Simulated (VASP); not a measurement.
A run of VASP 6.6.1 is set up as follows.

Contents of INCAR:

```
SYSTEM = Ag
AGGAC = 1.0
AGGAX = 1.0
ALDAC = 0.0
ALDAX = 1.0
ALGO = Normal
EDIFF = 1E-7
ENCUT = 520
GGA = B5
ISIF = 2
ISMEAR = -1
LASPH = .TRUE.
LCHARG = .TRUE.
LELF = .TRUE.
LREAL = .FALSE.
LVHAR = .TRUE.
LWAVE = .FALSE.
NBANDS = 12
NELM = 80
PREC = Accurate
SIGMA = 0.1
```

KPOINTS

```
k-points
0
G
  13 13 13
  0 0 0
```

POSCAR

```
Ag
1.0
    2.7032941340      0.0000000000      0.0000000000
    0.0000000000      2.7032941340      0.0000000000
    0.0000000000      0.0000000000      2.7032941340
Ag
1
Direct
    0.0000000000      0.0000000000      0.0000000000
```

Potentials or basis: VASP PAW PBE potentials, release 64 (Ag).

Launch:

```sh
$ cat potpaw_PBE.64/Ag/POTCAR > POTCAR
$ mpirun -np 1 vasp_std > vasp.out
```

(1) What does it give for the pressure?

Answers

(1) 9.5 GPa.

Caveat: the PAW data sets were made with another functional, which shifts forces and pressure a little.
